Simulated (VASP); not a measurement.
# BaTiO3 (Pm-3m) in VASP: notebook

BaTiO3 is run at these levels: PBE; tasks: single point.

Program: VASP 6.6.1. These are calculated values, not measurements. Logs are shortened: lines on timing, memory, paths and dates and some standing lists are left out, and cuts for length are marked.

## Step 1: The cell of the first run

Symmetry: Pm-3m, No. 221, cubic system. The conventional cell has a = 4.006 Å, b = 4.006 Å, c = 4.006 Å, α = 90.00°, β = 90.00°, γ = 90.00°. Within 3.7 Å of Ba (site symmetry m-3m) lie 12 O at 2.83 Å and 8 Ti at 3.47 Å. Ti (site symmetry m-3m) has 6 O at 2.00 Å within 2.7 Å. Within 2.7 Å of O (site symmetry 4/mmm) lie 2 Ti at 2.00 Å.

## Step 2: Single point, PBE

The input, INCAR:

```
  PREC = Accurate
  ENCUT = 1340
  EDIFF = 1E-6
  ISMEAR = -1
  SIGMA = 0.05
  LREAL = False
  LASPH = True
  NELM = 120
  ALGO = Normal
  ISIF = 2
  LWAVE = False
  LCHARG = False
  GGA = PE
  NBANDS = 28
  GGA_COMPAT = False
```

The input, KPOINTS:

```
Automatic mesh
0
Gamma
  7 7 7
```

The input, POSCAR:

```
BaTiO3
1.0
    4.0060000000      0.0000000000      0.0000000000
    0.0000000000      4.0060000000      0.0000000000
    0.0000000000      0.0000000000      4.0060000000
Ba Ti O
1 1 3
Direct
    0.5000000000      0.5000000000      0.5000000000
    0.0000000000      0.0000000000      0.0000000000
    0.0000000000      0.0000000000      0.5000000000
    0.0000000000      0.5000000000      0.0000000000
    0.5000000000      0.0000000000      0.0000000000
```

Potentials or basis: VASP PAW PBE potentials, release 64 (Ba_sv, Ti_sv, O_h).

On the command line:

```console
$ cat potpaw_PBE.64/Ba_sv/POTCAR potpaw_PBE.64/Ti_sv/POTCAR potpaw_PBE.64/O_h/POTCAR > POTCAR
$ mpirun -np 1 vasp_std > vasp.out
```

OUTCAR:

```text
PREC = Accurate
   ENCUT = 1340
   EDIFF = 1E-6
   ISMEAR = -1
   LREAL = False
   LASPH = True
   NELM = 120
   ISIF = 2
   GGA = PE

 ion  position               nearest neighbor table
   1  0.500  0.500  0.500-   3 2.83   4 2.83   5 2.83   4 2.83   5 2.83   3 2.83   5 2.83   5 2.83
                             3 2.83   4 2.83   4 2.83   3 2.83   2 3.47   2 3.47   2 3.47   2 3.47
   2  0.000  0.000  0.000-   3 2.00   4 2.00   5 2.00   3 2.00   4 2.00   5 2.00   1 3.47   1 3.47
                             1 3.47   1 3.47   1 3.47   1 3.47   1 3.47   1 3.47
   3  0.000  0.000  0.500-   2 2.00   2 2.00   1 2.83   1 2.83   1 2.83   1 2.83
   4  0.000  0.500  0.000-   2 2.00   2 2.00   1 2.83   1 2.83   1 2.83   1 2.83
   5  0.500  0.000  0.000-   2 2.00   2 2.00   1 2.83   1 2.83   1 2.83   1 2.83

  LATTYP: Found a simple cubic cell.
 ALAT       =     4.0060000000

  Lattice vectors:

 A1 = (   4.0060000000,   0.0000000000,   0.0000000000)
 A2 = (   0.0000000000,   4.0060000000,   0.0000000000)
 A3 = (   0.0000000000,   0.0000000000,   4.0060000000)

Analysis of symmetry for initial positions (statically):
=====================================================================
 Subroutine PRICEL returns:
 Original cell was already a primitive cell.

 Routine SETGRP: Setting up the symmetry group for a
 simple cubic supercell.

 Subroutine GETGRP returns: Found 48 space group operations
 (whereof 48 operations were pure point group operations)
 out of a pool of 48 trial point group operations.

The static configuration has the point symmetry O_h .

Analysis of symmetry for dynamics (positions and initial velocities):
=====================================================================
 Subroutine PRICEL returns:
 Original cell was already a primitive cell.

 Routine SETGRP: Setting up the symmetry group for a
 simple cubic supercell.

 Subroutine GETGRP returns: Found 48 space group operations
 (whereof 48 operations were pure point group operations)
 out of a pool of 48 trial point group operations.

The dynamic configuration has the point symmetry O_h .

 Subroutine INISYM returns: Found 48 space group operations
 (whereof 48 operations are pure point group operations),
 and found     1 'primitive' translations

----------------------------------------------------------------------------------------

                                     Primitive cell

  volume of cell :      64.2884

  direct lattice vectors                    reciprocal lattice vectors
     4.006000000  0.000000000  0.000000000     0.249625562  0.000000000  0.000000000
     0.000000000  4.006000000  0.000000000     0.000000000  0.249625562  0.000000000
     0.000000000  0.000000000  4.006000000     0.000000000  0.000000000  0.249625562

  length of vectors
     4.006000000  4.006000000  4.006000000     0.249625562  0.249625562  0.249625562

  position of ions in fractional coordinates (direct lattice)
     0.500000000  0.500000000  0.500000000
     0.000000000  0.000000000  0.000000000
     0.000000000  0.000000000  0.500000000
     0.000000000  0.500000000  0.000000000
     0.500000000  0.000000000  0.000000000

  ion indices of the primitive-cell ions
   primitive index   ion index
                 1           1
                 2           2
                 3           3
                 4           4
                 5           5

----------------------------------------------------------------------------------------

 KPOINTS: Automatic mesh

Automatic generation of k-mesh.
 Grid dimensions read from file:
 generate k-points for:    7    7    7

 Generating k-lattice:

  Cartesian coordinates                     Fractional coordinates (reciprocal lattice)
     0.035660795  0.000000000  0.000000000     0.142857143  0.000000000  0.000000000
     0.000000000  0.035660795  0.000000000     0.000000000  0.142857143  0.000000000
     0.000000000  0.000000000  0.035660795     0.000000000  0.000000000  0.142857143

  Length of vectors
     0.035660795  0.035660795  0.035660795

  Shift w.r.t. Gamma in fractional coordinates (k-lattice)
     0.000000000  0.000000000  0.000000000

 Subroutine IBZKPT returns following result:
 ===========================================

 Found     20 irreducible k-points:

 Following reciprocal coordinates:
            Coordinates               Weight
  0.000000  0.000000  0.000000      1.000000
  0.142857  0.000000  0.000000      6.000000
  0.285714  0.000000  0.000000      6.000000
  0.428571  0.000000  0.000000      6.000000
  0.142857  0.142857  0.000000     12.000000
  0.285714  0.142857  0.000000     24.000000
[... 12 lines left out ...]
  0.428571  0.428571  0.285714     24.000000
  0.428571  0.428571  0.428571      8.000000
   k-points           NKPTS =     20   k-points in BZ     NKDIM =     20   number of bands    NBANDS=     28
   number of dos      NEDOS =    301   number of ions     NIONS =      5
   total plane-waves  NPLWV = 110592
   dimension x,y,z NGX =    48 NGY =   48 NGZ =   48
   dimension x,y,z NGXF=    96 NGYF=   96 NGZF=   96
   ions per type =               1   1   3
   NGX,Y,Z   is equivalent  to a cutoff of  19.92, 19.92, 19.92 a.u.
   NGXF,Y,Z  is equivalent  to a cutoff of  39.84, 39.84, 39.84 a.u.
 SYSTEM =  unknown system
   PREC   = accura    normal or accurate (medium, high low for compatibility)
   ISTART =      0    job   : 0-new  1-cont  2-samecut
   ICHARG =      2    charge: 1-file 2-atom 10-const
   ISPIN  =      1    spin polarized calculation?
   LNONCOLLINEAR =      F non collinear calculations
   LSORBIT =      F    spin-orbit coupling
   LASPH  =      T    aspherical Exc in radial PAW
   ENCUT  = 1340.0 eV  98.49 Ry    9.92 a.u.  11.96 11.96 11.96*2*pi/ulx,y,z
   NELM   =    120;   NELMIN=  2; NELMDL= -5     # of ELM steps
   EDIFF  = 0.1E-05   stopping-criterion for ELM
   LREAL  =      F    real-space projection
   EDIFFG = 0.1E-04   stopping-criterion for IOM
   NSW    =      0    number of steps for IOM
   IBRION =     -1    ionic relax: 0-MD 1-quasi-New 2-CG
   NFREE  =      0    steps in history (QN), initial steepest desc. (CG)
   ISIF   =      2    stress and relaxation
   ISYM   =      2    0-nonsym 1-usesym 2-fastsym
   POTIM  = 0.5000    time-step for ionic-motion
   TEBEG  =    0.0;   TEEND  =   0.0 temperature during run
   PSTRESS=    0.0 pullay stress
   NELECT =      40.0000    total number of electrons
   NUPDOWN=      -1.0000    fix difference up-down
   EMIN   =  10.00;   EMAX   =-10.00  energy-range for DOS
   EFERMI =   0.00;   METHOD = LEGACY
   ISMEAR =    -1;   SIGMA  =   0.05  broadening in eV -4-tet -1-fermi 0-gaus
   EFERMI_NEDOS =   21; number of points for ismear=-14 and -15
   IALGO  =     38    algorithm
   IMIX   =      4    mixing-type and parameters
     AMIX     =   0.40;   BMIX     =  1.00
     AMIX_MAG =   1.60;   BMIX_MAG =  1.00
  volume/ion in A,a.u.               =      12.86        86.77
  Fermi-wavevector in a.u.,A,eV,Ry     =   1.397603  2.641087 26.576187  1.953295
  Thomas-Fermi vector in A             =   2.520843
   LORBIT       =      0    0 simple, 1 ext, 2 COOP (PROOUT), +10 PAW based schemes
   GGA     = PE    functional components
   LHFCALC =     F    Hartree Fock is set to
   AEXX    =    0.0000 exact exchange contribution
   IVDW    =     0    specifies the selected vdW correction
   LEPSILON=     F    determine dielectric tensor
   LRPA    =     F    only Hartree local field effects (RPA)
 non-spin polarized calculation
  energy-cutoff  :     1340.00
  volume of cell :       64.29
 maximum number of plane-waves:      7178
 NGX is ok and might be reduce to    48
   NGX = 23   NGY = 23   NGZ = 23

 number of electron      40.0000000 magnetization

 Free energy of the ion-electron system (eV)
  ---------------------------------------------------
  ext. energy  EPLUGINS =         0.00000000
  ---------------------------------------------------
  free energy    TOTEN  =       -39.99795905 eV

  energy without entropy =      -39.99795905  energy(sigma->0) =      -39.99795905

 E-fermi :   5.0418     XC(G=0): -11.2499

 val. band max:        4.1081765019   @ k =   0.4286   0.4286   0.4286
 cond. band min:       5.9117245620   @ k =   0.0000   0.0000   0.0000
 fundamental gap:      1.8035480602
 Fermi energy:         5.0417846648

 k-point     1 :       0.0000    0.0000    0.0000
  band No.  band energies     occupation
      1     -52.4792      2.00000
      2     -28.6883      2.00000
      3     -28.6883      2.00000
      4     -28.6883      2.00000
      5     -20.6459      2.00000
      6     -12.7147      2.00000
[... 20 lines left out ...]
     27       9.2203      0.00000
     28      11.5319      0.00000

 k-point     2 :       0.1429    0.0000    0.0000
  band No.  band energies     occupation
      1     -52.4791      2.00000
      2     -28.6981      2.00000
      3     -28.6880      2.00000
      4     -28.6880      2.00000
      5     -20.6241      2.00000
      6     -12.7261      2.00000
[... 20 lines left out ...]
     27       9.6181      0.00000
     28      12.0173      0.00000

 k-point     3 :       0.2857    0.0000    0.0000
  band No.  band energies     occupation
      1     -52.4786      2.00000
      2     -28.7198      2.00000
      3     -28.6871      2.00000
      4     -28.6871      2.00000
      5     -20.5745      2.00000
      6     -12.8142      2.00000
[... 20 lines left out ...]
     27      10.6192      0.00000
     28      12.4927      0.00000

 k-point     4 :       0.4286    0.0000    0.0000
  band No.  band energies     occupation
      1     -52.4783      2.00000
      2     -28.7372      2.00000
      3     -28.6865      2.00000
      4     -28.6865      2.00000
      5     -20.5339      2.00000
      6     -12.9206      2.00000
[... 454 lines left out ...]
     27      12.1208      0.00000
     28      12.2569      0.00000

 k-point    19 :       0.4286    0.4286    0.2857
  band No.  band energies     occupation
      1     -52.4768      2.00000
      2     -28.7326      2.00000
      3     -28.7325      2.00000
      4     -28.7150      2.00000
      5     -20.4192      2.00000
      6     -12.1030      2.00000
[... 20 lines left out ...]
     27      11.9451      0.00000
     28      12.0275      0.00000

 k-point    20 :       0.4286    0.4286    0.4286
  band No.  band energies     occupation
      1     -52.4765      2.00000
      2     -28.7318      2.00000
      3     -28.7317      2.00000
      4     -28.7317      2.00000
      5     -20.3963      2.00000
      6     -11.9058      2.00000
[... 20 lines left out ...]
     27      11.7024      0.00000
     28      11.7024      0.00000

------------------------ aborting loop because EDIFF is reached ----------------------------------------

  FORCE on cell =-STRESS in cart. coord.  units (eV):
  Direction    XX          YY          ZZ          XY          YZ          ZX
  --------------------------------------------------------------------------------------
  -------------------------------------------------------------------------------------
  Total        1.3043460      1.3043460      1.3043460      0.0000000      0.0000000      0.0000000
  in kB       32.5065267     32.5065267     32.5065267      0.0000000      0.0000000      0.0000000
  external PRESSURE =      32.5065267 kB  Pullay stress =       0.0000000 kB

 VOLUME and BASIS-vectors are now :
 -----------------------------------------------------------------------------
  energy-cutoff  :     1340.00
  volume of cell :       64.29
      direct lattice vectors                 reciprocal lattice vectors
     4.006000000  0.000000000  0.000000000     0.249625562  0.000000000  0.000000000
     0.000000000  4.006000000  0.000000000     0.000000000  0.249625562  0.000000000
     0.000000000  0.000000000  4.006000000     0.000000000  0.000000000  0.249625562

 POSITION                                       TOTAL-FORCE (eV/Angst)
 -----------------------------------------------------------------------------------
      2.00300      2.00300      2.00300         0.000000      0.000000      0.000000
      0.00000      0.00000      0.00000         0.000000      0.000000      0.000000
      0.00000      0.00000      2.00300         0.000000      0.000000      0.000000
      0.00000      2.00300      0.00000         0.000000      0.000000      0.000000
      2.00300      0.00000      0.00000         0.000000      0.000000      0.000000
 -----------------------------------------------------------------------------------
    total drift:                                0.000000      0.000000      0.000000

  FREE ENERGIE OF THE ION-ELECTRON SYSTEM (eV)
  ---------------------------------------------------
  free  energy   TOTEN  =       -39.9979590540 eV

  energy  without entropy=      -39.9979590515  energy(sigma->0) =      -39.99795905
```

Run time: 82 s. Hardware: 1 thread of Intel Xeon 6975P-C (Granite Rapids), shared host; peak memory 0.41 GiB.

What came out:

```yaml
Free_energy: -39.9980 eV
Pressure: 3.3 GPa
Band_gap_on_the_k_mesh: 1.80 eV (least direct gap 1.89 eV)
```

Caveat: the cell stands under pressure; spin-orbit coupling is left out, which moves the levels of the heavy elements; an odd mesh through Γ misses points on the zone boundary, where band edges can lie. PBE gaps usually lie below the measured ones, often by a third to a half.

## Step 3: Single point, PBE

This run uses another cell than the first one, of 13.37 Å³/atom.

The input, INCAR:

```
  PREC = Accurate
  ENCUT = 1340
  EDIFF = 1E-6
  ISMEAR = -1
  SIGMA = 0.05
  LREAL = F
  LASPH = T
  NELM = 120
  ALGO = Normal
  ISIF = 2
  LWAVE = F
  LCHARG = F
  GGA = PE
  NBANDS = 28
  GGA_COMPAT = F
```

The input, KPOINTS:

```
regular mesh
0
Gamma
  7 7 7
```

POSCAR: that of step 2 with these lines changed.

```diff
@@ -2,5 +2,5 @@
 1.0
-    4.0060000000      0.0000000000      0.0000000000
-    0.0000000000      4.0060000000      0.0000000000
-    0.0000000000      0.0000000000      4.0060000000
+    4.0587165717      0.0000000000      0.0000000000
+    0.0000000000      4.0587165717      0.0000000000
+    0.0000000000      0.0000000000      4.0587165717
 Ba Ti O
```

Potentials or basis: VASP PAW PBE potentials, release 64 (Ba_sv, Ti_sv, O_h).

On the command line:

```console
$ cat potpaw_PBE.64/Ba_sv/POTCAR potpaw_PBE.64/Ti_sv/POTCAR potpaw_PBE.64/O_h/POTCAR > POTCAR
$ mpirun -np 1 vasp_std > vasp.out
```

It took 74 s on 1 thread of Intel Xeon 6975P-C (Granite Rapids), shared host; peak memory 0.43 GiB.

It converged, with:

| Item | Value |
| --- | --- |
| Free energy | -40.0014 eV |
| Pressure | -3.0 GPa |
| Band gap on the k mesh | 1.72 eV (least direct gap 1.84 eV) |

Levels at points of the mesh, in eV from the valence-band top:
```csv
k point,band 17,band 18,band 19,band 20,band 21,band 22,band 23,band 24
"(0.00, 0.00, 0.00)",-0.97,-0.12,-0.12,-0.12,1.72,1.72,1.72,3.68
```

Caveat: spin-orbit coupling is left out, which moves the levels of the heavy elements; an odd mesh through Γ misses points on the zone boundary, where band edges can lie. PBE gaps usually lie below the measured ones, often by a third to a half.
